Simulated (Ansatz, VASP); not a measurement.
**Two plane-wave programs on W**

```
W
1.0
     0.00000    1.98627    1.98627
     1.98627    0.00000    1.98627
     1.98627    1.98627    0.00000
W
1
Direct
  0.00000 0.00000 0.00000
```

Alike in both runs: task relaxation of cell and atoms; functional LDA; k mesh 18 × 18 × 18; occupations gaussian, width 0.1 eV; no spin polarisation.

|  | VASP | Ansatz |
| --- | --- | --- |
| version | VASP 6.6.1 | Ansatz 0.2.0 |
| potentials or method | VASP PAW LDA potentials, release 64 (W_sv), cutoff 600 eV | scalar-relativistic, plane waves, PAW |
| valence electrons in the cell | 14 | 14 |

|  | VASP | Ansatz | Ansatz less VASP |
| --- | --- | --- | --- |
| gap on the k mesh at the Fermi level, each at its own relaxed structure (eV) | none | none | - |
| relaxed volume (Å³/atom) | 15.77 | 15.67 | -0.096 |
| relaxed cell length with the largest relative difference (Å) | 2.815 | 2.809 | -0.0057 |

LDA's correlation is that of Perdew and Zunger in VASP and of Perdew and Wang (1992) in Ansatz. A gap of «none» marks a metal or a gap that the smearing closes.

Spin-orbit coupling is off throughout.
